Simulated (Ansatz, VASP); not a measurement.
## Fe: VASP beside Ansatz

```
Fe
1.0
    -1.46400    1.46400    1.46400
     1.46400   -1.46400    1.46400
     1.46400    1.46400   -1.46400
Fe
1
Direct
  0.00000 0.00000 0.00000
```

Alike in both runs: task single point; functional r2SCAN; k mesh 14 × 14 × 14; occupations fermi-dirac, width 0.1 eV; collinear spin.

|  | VASP | Ansatz |
| --- | --- | --- |
| version | VASP 6.6.1 | Ansatz 0.2.0 |
| potentials or method | VASP PAW PBE potentials, release 64 (Fe), cutoff 520 eV | PAW, plane waves, scalar-relativistic |
| valence electrons in the cell | 8 | 16 |

Ansatz gave:

| Property | Result |
| --- | --- |
| pressure (GPa) | -8.9 |
| net moment per atom (μB) | 2.75 |
| size of the moment on the site where the two differ most (μB) | 2.91 |

Question: Which values does VASP return?

Answer: Pressure (GPa): -9.3; net moment per atom (μB): 2.74; size of the moment on the site where the two differ most (μB): 2.83.

VASP's potentials were made for PBE, not for r2SCAN. Site moments also hang on the region over which each program counts them. With one functional, cell and mesh, what is left measures potentials, basis and numerics. VASP's potentials hold 8 valence electrons a cell and Ansatz's 16, so a difference there can come from the potentials and not from the codes. Ansatz's warnings: stability check not made.
